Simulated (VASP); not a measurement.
Here is a VASP 6.6.1 calculation.

The input INCAR:

```
PREC = Accurate
ENCUT = 520
EDIFF = 1E-6
ISMEAR = -1
SIGMA = 0.1
LREAL = F
LASPH = T
NELM = 60
ALGO = Normal
ISIF = 2
LWAVE = F
LCHARG = F
NBANDS = 19
```

File KPOINTS:

```
Automatic mesh
0
Gamma
  7 7 4
```

POSCAR

```
Zn
1.0
    2.5609064286      0.0000000000      0.0000000000
   -1.2804532143      2.2178100239      0.0000000000
    0.0000000000      0.0000000000      4.7843905726
Zn
2
Direct
    0.3333333333      0.6666666667      0.2500000000
    0.6666666667      0.3333333333      0.7500000000
```

Potentials or basis: VASP PAW LDA potentials, release 64 (Zn).

Run with:

```sh
$ cat potpaw_LDA.64/Zn/POTCAR > POTCAR
$ mpirun -np 1 vasp_std > vasp.out
```

Estimate the pressure.

0.7 GPa.

Predict the band gap on the k mesh.

zero (band 12 reaches 5.29 eV, above the bottom of band 13 at 0.67 eV).

Stress tensor (GPa, compression positive):
```
0.86 0.00 0.00
0.00 0.86 0.00
0.00 0.00 0.51
```

Caveat: the k points lie up to 0.40 Å⁻¹ apart.
